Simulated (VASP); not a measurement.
Wanted: the native input for a VASP 6.6.1 run.

* Task: relaxation of cell and atoms
* Functional: LDA
* Potentials or basis: VASP PAW LDA potentials, release 64 (P, B)
* Cutoff: 600 eV
* k mesh: 10 × 10 × 10
* Occupations: fermi-dirac, width 0.05 eV
* Spin: no spin polarisation
* Dipole correction: no
* Further INCAR settings: ALGO = Normal; EDIFF = 1e-07; IBRION = 2; EDIFFG = -0.01; NSW = 60; ISIF = 3

The structure of BP lies in POSCAR:

```
BP
1.0
    0.0000000000      2.2690000000      2.2690000000
    2.2690000000      0.0000000000      2.2690000000
    2.2690000000      2.2690000000      0.0000000000
P B
1 1
Direct
    0.7500000000      0.7500000000      0.7500000000
    0.0000000000      0.0000000000      0.0000000000
```

One way to write it, as run:

INCAR

```
PREC = Accurate
ENCUT = 600
EDIFF = 1E-7
ISMEAR = -1
SIGMA = 0.05
LREAL = F
LASPH = T
NELM = 100
ALGO = Normal
ISIF = 3
LWAVE = F
LCHARG = F
IBRION = 2
NSW = 60
EDIFFG = -0.01
```

KPOINTS

```
regular mesh
0
Gamma
  10 10 10
```

Potentials or basis: VASP PAW LDA potentials, release 64 (P, B).

Run with:

```bash
$ cat potpaw_LDA.64/P/POTCAR potpaw_LDA.64/B/POTCAR > POTCAR
$ mpirun -np 1 vasp_std > vasp.out
```

Results of the run:

The relaxed volume is 11.31 Å³/atom and the relaxed cell is a = 3.175 Å, b = 3.175 Å, c = 3.175 Å, α = 60.00°, β = 60.00°, γ = 60.00°. The space group after relaxing (to 0.05 Å) is F-43m (No. 216) and the energy gained by relaxing is 6.3 meV/atom. The ionic steps are 3, the pressure after relaxing is 0.0 GPa and the band gap on the k mesh is 1.15 eV, indirect (least direct gap 3.43 eV).

Wall time 42 s on 1 thread of Intel Xeon 8259CL, with other jobs on the host, peak memory 0.14 GiB.
